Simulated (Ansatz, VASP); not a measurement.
# One calculation of Si, two programs

File INCAR:

```
ALGO = Normal ; EDIFF = 1E-7
ENCUT = 520 ; GGA = CA
ISIF = 2 ; ISMEAR = 0
LASPH = True ; LCHARG = False
LREAL = False ; LWAVE = False
NBANDS = 11 ; NELM = 60
PREC = Accurate ; SIGMA = 0.15
```

KPOINTS

```
k-points
0
Gamma
  22 22 22
```

The input POSCAR:

```
Si
1.0
   -2.5544833779      2.5544833779      1.1455261873
    2.5544833779     -2.5544833779      1.1455261873
    2.5544833779      2.5544833779     -1.1455261873
Si
2
Direct
    0.2500000000      0.7500000000      0.5000000000
    0.5000000000      0.5000000000      0.0000000000
```

Input for Ansatz:

```yaml
crystal:
  lattice:
    - [-2.5544833779, 2.5544833779, 1.1455261873]
    - [2.5544833779, -2.5544833779, 1.1455261873]
    - [2.5544833779, 2.5544833779, -1.1455261873]
  atoms:
    - { symbol: Si, position: [0.25, 0.75, 0.5] }
    - { symbol: Si, position: [0.5, 0.5, 0.0] }
basis:
  ecutwfc: 420
kpoints:
  mp_grid: { grid: [22, 22, 22] }
hamiltonian:
  xc: lda
scf:
  occupations: { method: gaussian, width: 0.15 }
output:
  forces: true
  stress: true
  eigenvalues: true
```

Alike in both runs: task single point; functional LDA; k mesh 22 × 22 × 22; occupations gaussian, width 0.15 eV; no spin polarisation.

|  | VASP | Ansatz |
| --- | --- | --- |
| version | VASP 6.6.1 | Ansatz 0.2.0 |
| potentials or method | VASP PAW LDA potentials, release 64 (Si), cutoff 520 eV | scalar-relativistic, plane waves, PAW |
| valence electrons in the cell | 8 | 8 |

|  | VASP | Ansatz | Ansatz less VASP |
| --- | --- | --- | --- |
| gap on the k mesh at the Fermi level (eV) | none | none | - |
| pressure (GPa) | 4.7 | 4.7 | -0.07 |
| traceless stress, the component that is largest in VASP (GPa) | 24.09 | 24.04 | -0.053 |

LDA's correlation is that of Perdew and Zunger in VASP and of Perdew and Wang (1992) in Ansatz. A gap of «none» marks a metal or a gap that the smearing closes.
